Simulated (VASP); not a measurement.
Al6Pt, 7 atoms in the cell. The structure is hexagonal, space group P6/mmm (No. 191). The conventional cell has a = 7.797 Å, b = 7.797 Å, c = 2.775 Å, α = 90.00°, β = 90.00°, γ = 120.00°. Al (site symmetry m2m) has 5 Al at 2.58 to 2.77 Å and 2 Pt at 2.93 Å within 3.4 Å. Within 3.7 Å of Pt (site symmetry 6/mmm) lie 2 Pt at 2.77 Å and 12 Al at 2.93 Å. The cell was built from a structure type or drawn by symmetry, and may not be a known phase.

* Program: VASP 6.6.1
* Task: relaxation of cell and atoms
* Functional: PBE
* Potentials or basis: VASP PAW PBE potentials, release 64 (Al, Pt)
* Cutoff: 500 eV
* k mesh: 6 × 6 × 14
* Occupations: gaussian, width 0.1 eV
* Spin: no spin polarisation
* Dipole correction: no
* Further INCAR settings: ALGO = Normal; EDIFF = 1e-07; IBRION = 2; EDIFFG = -0.01; NSW = 100; ISIF = 3

Potentials or basis: VASP PAW PBE potentials, release 64 (Al, Pt).

Command:

```bash
$ cat potpaw_PBE.64/Al/POTCAR potpaw_PBE.64/Pt/POTCAR > POTCAR
$ mpirun -np 1 vasp_std > vasp.out
```

Hardware: 1 thread of Intel(R) Xeon(R) 6975P-C (Granite Rapids), with other jobs on the host.

Question: How long does it take, and how much memory?

Answer: Run time: 120 s on 1 thread of Intel(R) Xeon(R) 6975P-C (Granite Rapids), on a shared host, peak memory 0.35 GiB. Counts: scf iterations 31, k points 56, ion steps 3.
